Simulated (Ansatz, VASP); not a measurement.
# One calculation of Ir, two programs

The input INCAR:

```
SYSTEM = Ir
PREC = Accurate
ENCUT = 520
EDIFF = 1E-6
ISMEAR = 0
SIGMA = 0.15
LREAL = .False.
LASPH = .True.
NELM = 80
ALGO = Fast
ISIF = 2
LWAVE = .False.
LCHARG = .True.
GGA = PE
LELF = .True.
LVHAR = .True.
NBANDS = 10
```

KPOINTS

```
regular mesh
0
Gamma
  20 20 20
  0 0 0
```

Contents of POSCAR:

```
Ir
1.0
   -0.1015970341      1.9351816027      1.6449043623
    1.9351816027     -0.1015970341      1.6449043623
    1.8335845686      1.8335845686      0.0000000000
Ir
1
Direct
    0.0000000000      0.0000000000      0.0000000000
```

Input for Ansatz:

```yaml
crystal:
  lattice:
    - [-0.1015970341, 1.9351816027, 1.6449043623]
    - [1.9351816027, -0.1015970341, 1.6449043623]
    - [1.8335845686, 1.8335845686, 0.0]
  atoms:
    - { symbol: Ir, position: [0.0, 0.0, 0.0] }
basis:
  ecutwfc: 420
kpoints:
  mp_grid: { grid: [20, 20, 20] }
hamiltonian:
  xc: pbe
  pseudopotentials: { kind: paw, azcp: { folder: soft_1 } }
scf:
  occupations: { method: gaussian, width: 0.15 }
output:
  forces: true
  stress: true
  eigenvalues: true
  write_density: true
  write_potential: true
  elf: true
  volumetric_format: npy
```

Change from the starting cell: engineering shear strain xy -0.1050, normal strain along z -0.1500.

Alike in both runs: task single point; functional PBE; k mesh 20 × 20 × 20; occupations gaussian, width 0.15 eV; no spin polarisation.

```csv
,VASP,Ansatz
version,VASP 6.6.1,Ansatz 0.2.0
potentials or method,"VASP PAW PBE potentials, release 64 (Ir), cutoff 520 eV","scalar-relativistic, plane waves, PAW"
valence electrons in the cell,9,17
```

|  | VASP | Ansatz | Ansatz less VASP |
| --- | --- | --- | --- |
| gap on the k mesh at the Fermi level (eV) | none | none | - |
| pressure (GPa) | 98.5 | 96.4 | -2.11 |
| traceless stress, the component that is largest in VASP (GPa) | 29.87 | 29.94 | +0.073 |

A gap of «none» marks a metal or a gap that the smearing closes. Both programs put the cell under a high pressure, so it lies far from rest at this level. VASP's potentials hold 9 valence electrons a cell and Ansatz's 17, so a difference there can come from the potentials and not from the codes.

Neither program's run includes spin-orbit coupling. Noted on VASP's run: the cell as given lies far from equilibrium.
